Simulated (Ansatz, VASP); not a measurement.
**B in VASP and in Ansatz**

```xyz
1
Lattice="-1.2054 1.2054 1.2054 1.2054 -1.2054 1.2054 1.2054 1.2054 -1.2054" Properties=species:S:1:pos:R:3 pbc="T T T"
B     0.0000    0.0000    0.0000
```

Alike in both runs: task single point; functional RPBE; k mesh 31 × 31 × 31; occupations fermi-dirac, width 0.1 eV; no spin polarisation.

|  | VASP | Ansatz |
| --- | --- | --- |
| version | VASP 6.6.1 | Ansatz 0.2.0 |
| potentials or method | VASP PAW PBE potentials, release 64 (B), cutoff 520 eV | plane waves (420 eV) with PAW, scalar-relativistic |
| valence electrons in the cell | 3 | 3 |

|  | VASP | Ansatz | Ansatz less VASP |
| --- | --- | --- | --- |
| pressure (GPa) | -18.8 | -18.5 | +0.26 |

VASP's potentials were made for PBE, not for RPBE.
